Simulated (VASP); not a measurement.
# Ti (P6_3/mmc) in VASP: further runs

Ti is run at these levels: PBE; tasks: relaxation of cell and atoms.

Program: VASP 6.6.1. These are calculated values, not measurements. Logs are shortened: lines on timing, memory, paths and dates and some standing lists are left out, and cuts for length are marked.

## (1) The cell of the first run

Symmetry: P6_3/mmc, No. 194, hexagonal system. Conventional cell: a = 2.950 Å, b = 2.950 Å, c = 4.680 Å, α = 90.00°, β = 90.00°, γ = 120.00°. Ti (site symmetry -6m2) has 12 Ti at 2.89 to 2.95 Å within 3.8 Å.

## (2) Relaxation of cell and atoms, PBE

INCAR reads:

```
SYSTEM = Ti
PREC = Accurate ; ENCUT = 520
EDIFF = 1E-7 ; ISMEAR = 1
SIGMA = 0.2 ; LREAL = .FALSE.
LASPH = .TRUE. ; NELM = 100
ALGO = Fast ; ISIF = 3
LWAVE = .FALSE. ; LCHARG = .FALSE.
GGA = PE ; IBRION = 2
NSW = 80 ; EDIFFG = -0.002
```

KPOINTS reads:

```
regular mesh
0
G
  18 18 10
  0 0 0
```

POSCAR reads:

```
Ti
1.0
    2.9500000000      0.0000000000      0.0000000000
   -1.4750000000      2.5547749400      0.0000000000
    0.0000000000      0.0000000000      4.6800000000
Ti
2
Direct
    0.3333333300      0.6666666700      0.2500000000
    0.6666666700      0.3333333300      0.7500000000
```

Potentials or basis: VASP PAW PBE potentials, release 64 (Ti_sv).

Started as:

```bash
$ cat potpaw_PBE.64/Ti_sv/POTCAR > POTCAR
$ mpirun -np 1 vasp_std > vasp.out
```

OUTCAR:

```text
SYSTEM = Ti
   PREC = Accurate
   ENCUT = 520
   EDIFF = 1E-7
   ISMEAR = 1
   LREAL = .FALSE.
   LASPH = .TRUE.
   NELM = 100
   ISIF = 3
   GGA = PE
   IBRION = 2
   NSW = 80
   EDIFFG = -0.002

 ion  position               nearest neighbor table
   1  0.333  0.667  0.250-   2 2.89   2 2.89   2 2.89   2 2.89   2 2.89   2 2.89
   2  0.667  0.333  0.750-   1 2.89   1 2.89   1 2.89   1 2.89   1 2.89   1 2.89

  LATTYP: Found a hexagonal cell.
 ALAT       =     2.9500000000
 C/A-ratio  =     1.5864406780

  Lattice vectors:

 A1 = (   2.9500000000,   0.0000000000,   0.0000000000)
 A2 = (  -1.4750000000,   2.5547749400,   0.0000000000)
 A3 = (   0.0000000000,   0.0000000000,   4.6800000000)

Analysis of symmetry for initial positions (statically):
=====================================================================
 Subroutine PRICEL returns:
 Original cell was already a primitive cell.

 Routine SETGRP: Setting up the symmetry group for a
 hexagonal supercell.

 Subroutine GETGRP returns: Found 24 space group operations
 (whereof 12 operations were pure point group operations)
 out of a pool of 24 trial point group operations.

The static configuration has the point symmetry D_3d.
 The point group associated with its full space group is D_6h.

Analysis of symmetry for dynamics (positions and initial velocities):
=====================================================================
 Subroutine PRICEL returns:
 Original cell was already a primitive cell.

 Routine SETGRP: Setting up the symmetry group for a
 hexagonal supercell.

 Subroutine GETGRP returns: Found 24 space group operations
 (whereof 12 operations were pure point group operations)
 out of a pool of 24 trial point group operations.

The dynamic configuration has the point symmetry D_3d.
 The point group associated with its full space group is D_6h.

 Subroutine INISYM returns: Found 24 space group operations
 (whereof 12 operations are pure point group operations),
 and found     1 'primitive' translations

----------------------------------------------------------------------------------------

                                     Primitive cell

  volume of cell :      35.2712

  direct lattice vectors                    reciprocal lattice vectors
[... 97 lines left out ...]
   PSTRESS=    0.0 pullay stress
   NELECT =      24.0000    total number of electrons
   NUPDOWN=      -1.0000    fix difference up-down
   EMIN   =  10.00;   EMAX   =-10.00  energy-range for DOS
   EFERMI =   0.00;   METHOD = LEGACY
   ISMEAR =     1;   SIGMA  =   0.20  broadening in eV -4-tet -1-fermi 0-gaus
   EFERMI_NEDOS =   21; number of points for ismear=-14 and -15
   IALGO  =     68    algorithm
   IMIX   =      4    mixing-type and parameters
     AMIX     =   0.40;   BMIX     =  1.00
     AMIX_MAG =   1.60;   BMIX_MAG =  1.00
  volume/ion in A,a.u.               =      17.64       119.01
  Fermi-wavevector in a.u.,A,eV,Ry     =   1.439920  2.721055 28.209912  2.073370
  Thomas-Fermi vector in A             =   2.558722
   LORBIT       =      0    0 simple, 1 ext, 2 COOP (PROOUT), +10 PAW based schemes
   GGA     = PE    functional components
   LHFCALC =     F    Hartree Fock is set to
   AEXX    =    0.0000 exact exchange contribution
   IVDW    =     0    specifies the selected vdW correction
   LEPSILON=     F    determine dielectric tensor
   LRPA    =     F    only Hartree local field effects (RPA)
 conjugate gradient relaxation of ions
 non-spin polarized calculation
 RMM-DIIS sequential band-by-band and
 Methfessel and Paxton  Order N= 1 SIGMA  =   0.20
  energy-cutoff  :      520.00
  volume of cell :       35.27
 maximum number of plane-waves:       976
 NGX is ok and might be reduce to    24
   NGX = 11   NGY = 11   NGZ = 17

--------------------------------------- Ionic step        1  -------------------------------------------

 number of electron      24.0000002 magnetization

 Free energy of the ion-electron system (eV)
  ---------------------------------------------------
  ext. energy  EPLUGINS =         0.00000000
  ---------------------------------------------------
  free energy    TOTEN  =       -15.66709455 eV

  energy without entropy =      -15.67252418  energy(sigma->0) =      -15.66890443

------------------------ aborting loop because EDIFF is reached ----------------------------------------

  FORCE on cell =-STRESS in cart. coord.  units (eV):
  Direction    XX          YY          ZZ          XY          YZ          ZX
  --------------------------------------------------------------------------------------
  -------------------------------------------------------------------------------------
  Total       -0.4171721     -0.4171721     -0.4961530      0.0000000     -0.0000000      0.0000000
  in kB      -18.9498303    -18.9498303    -22.5374960      0.0000000     -0.0000000      0.0000000
  external PRESSURE =     -20.1457189 kB  Pullay stress =       0.0000000 kB
[... 203 lines left out ...]
--------------------------------------- Ionic step        7  -------------------------------------------

 number of electron      24.0000002 magnetization

 Free energy of the ion-electron system (eV)
  ---------------------------------------------------
  ext. energy  EPLUGINS =         0.00000000
  ---------------------------------------------------
  free energy    TOTEN  =       -15.67053651 eV

  energy without entropy =      -15.67591103  energy(sigma->0) =      -15.67232802

 E-fermi :   8.3676     XC(G=0): -11.5052

 val. band max:        8.3519087394   @ k =   0.1667   0.0000   0.1000
 cond. band min:       8.3786198445   @ k =   0.0556  -0.0000   0.5000
 fundamental gap:      0.0267111051
 Fermi energy:         8.3675997579

 k-point     1 :       0.0000    0.0000    0.0000
  band No.  band energies     occupation
      1     -48.5081      2.00000
      2     -48.3698      2.00000
      3     -25.1006      2.00000
      4     -24.4513      2.00000
      5     -24.4513      2.00000
      6     -24.3874      2.00000
[... 433 lines left out ...]
      3     -24.8942      2.00000
      4     -24.7940      2.00000
      5     -24.7756      2.00000
      6     -24.6173      2.00000
[... 8 lines left out ...]
     15       9.5248     -0.00000
     16      11.4642     -0.00000

 [... further k-points ...]

------------------------ aborting loop because EDIFF is reached ----------------------------------------

  FORCE on cell =-STRESS in cart. coord.  units (eV):
  Direction    XX          YY          ZZ          XY          YZ          ZX
  --------------------------------------------------------------------------------------
  -------------------------------------------------------------------------------------
  Total       -0.0027066     -0.0027066      0.0000020      0.0000000     -0.0000000      0.0000000
  in kB       -0.1250370     -0.1250370      0.0000915      0.0000000     -0.0000000      0.0000000
  external PRESSURE =      -0.0833275 kB  Pullay stress =       0.0000000 kB
[... 17 lines left out ...]
  FREE ENERGIE OF THE ION-ELECTRON SYSTEM (eV)
  ---------------------------------------------------
  free  energy   TOTEN  =       -15.6705365097 eV

  energy  without entropy=      -15.6759110338  energy(sigma->0) =      -15.67232802

 reached required accuracy - stopping structural energy minimisation
```

Wall time 9.7 min (1 thread of Intel Xeon 6975P-C (Granite Rapids), shared host); peak memory 0.26 GiB.

Results:

* Free energy: -15.6705 eV
* Relaxed volume: 17.34 Å³/atom
* Relaxed cell: a = 2.936 Å, b = 2.936 Å, c = 4.645 Å, α = 90.00°, β = 90.00°, γ = 120.00°
* Space group after relaxing (to 0.1 Å): P6_3/mmc (No. 194)
* Energy gained by relaxing: 1.7 meV/atom
* Ionic steps: 7
* Pressure after relaxing: 0.0 GPa
* Band gap on the k mesh: zero (bands 12 and 13 overlap by 1.10 eV)

Step by step:
```csv
step,energy change (eV),largest force (eV/Å),pressure (GPa),volume (Å³)
1,0.0000,0.0000,-2.01,35.27
2,-0.0005,0.0000,1.59,34.15
3,-0.0034,0.0000,0.07,34.71
4,-0.0034,0.0000,-0.13,34.73
5,-0.0034,0.0000,-0.14,34.73
6,-0.0034,0.0000,-0.13,34.72
7,-0.0034,0.0000,-0.01,34.68
```

Final structure:
```
Ti
1.0
     2.93636    0.00000    0.00000
    -1.46818    2.54296    0.00000
     0.00000    0.00000    4.64459
Ti
2
Cartesian
  0.0000 1.6953 1.1611
  1.4682 0.8477 3.4834
```

## (3) Relaxation of cell and atoms, PBE

This run uses another cell than the first one, of 17.34 Å³/atom.

INCAR is that of step 2.

KPOINTS is that of step 2.

POSCAR reads:

```
Ti                                      
1.0
    2.9363604605     -0.0000000000     -0.0000000000
   -1.4681802303      2.5429627523      0.0000000000
   -0.0000000000     -0.0000000000      4.6445876653
  Ti            
     2
Direct
     0.3333333300000021    0.6666666699999979    0.2500000000000000
     0.6666666699999979    0.3333333300000021    0.7500000000000000
```

Potentials or basis: VASP PAW PBE potentials, release 64 (Ti_sv).

Started as:

```bash
$ cat potpaw_PBE.64/Ti_sv/POTCAR > POTCAR
$ mpirun -np 1 vasp_std > vasp.out
```

Run time: 2.4 min. Hardware: 1 thread of Intel Xeon 6975P-C (Granite Rapids), shared host; peak memory 0.23 GiB.

It converged, with:

- Free energy: -15.6703 eV
- Pressure after relaxing: 0.0 GPa
- Band gap on the k mesh: zero (bands 12 and 13 overlap by 1.10 eV)

Final structure:
```
Ti
1.0
     2.93636    0.00000    0.00000
    -1.46818    2.54296    0.00000
     0.00000    0.00000    4.64459
Ti
2
Direct
  0.33333 0.66667 0.25000
  0.66667 0.33333 0.75000
```

Levels at points of the mesh, in eV from the Fermi level:
```csv
k point,band 10,band 11,band 12,band 13,band 14,band 15
"(0.00, 0.00, 0.00)",-2.71,0.76,0.76,0.77,0.88,1.26
"(0.50, 0.00, 0.00)",-2.18,-1.86,-0.65,0.46,0.62,1.17
"(0.00, 0.00, 0.50)",-4.36,0.07,0.07,0.66,0.66,0.66
"(0.50, 0.00, 0.50)",-2.56,-0.83,-0.83,1.31,1.31,1.71
```

Caveat: the relaxation stopped at its first step, so nothing moved.
